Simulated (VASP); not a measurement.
Input of a VASP 6.6.1 run:

File INCAR:

```
SYSTEM = Mg3SiO
PREC = Accurate
ENCUT = 520
EDIFF = 1E-7
ISMEAR = -1
SIGMA = 0.02
LREAL = .FALSE.
LASPH = .TRUE.
NELM = 100
ALGO = Normal
ISIF = 2
LWAVE = .FALSE.
LCHARG = .TRUE.
GGA = PS
LELF = .TRUE.
LVHAR = .TRUE.
NBANDS = 16
```

Contents of KPOINTS:

```
Automatic mesh
0
G
  6 6 6
  0 0 0
```

File POSCAR:

```
Mg3SiO
1.0
    4.1888190242      0.0000000000      0.0000000000
    0.0000000000      4.1888190242      0.0000000000
    0.0000000000      0.0000000000      4.1888190242
Si O Mg
1 1 3
Direct
    0.0000000000      0.0000000000      0.0000000000
    0.5000000000      0.5000000000      0.5000000000
    0.5000000000      0.5000000000      0.0000000000
    0.5000000000      0.0000000000      0.5000000000
    0.0000000000      0.5000000000      0.5000000000
```

Potentials or basis: VASP PAW PBE potentials, release 64 (Si, O, Mg).

Command:

```bash
$ cat potpaw_PBE.64/Si/POTCAR potpaw_PBE.64/O/POTCAR potpaw_PBE.64/Mg/POTCAR > POTCAR
$ mpirun -np 1 vasp_std > vasp.out
```

Question: Predict the pressure.

Answer: -0.2 GPa.

Question: What does it give for the band gap on the k mesh?

Answer: 0.11 eV (least direct gap 0.59 eV).

Caveat: the PAW data sets were made with another functional, which shifts forces and pressure a little. A k mesh can miss the band edges.
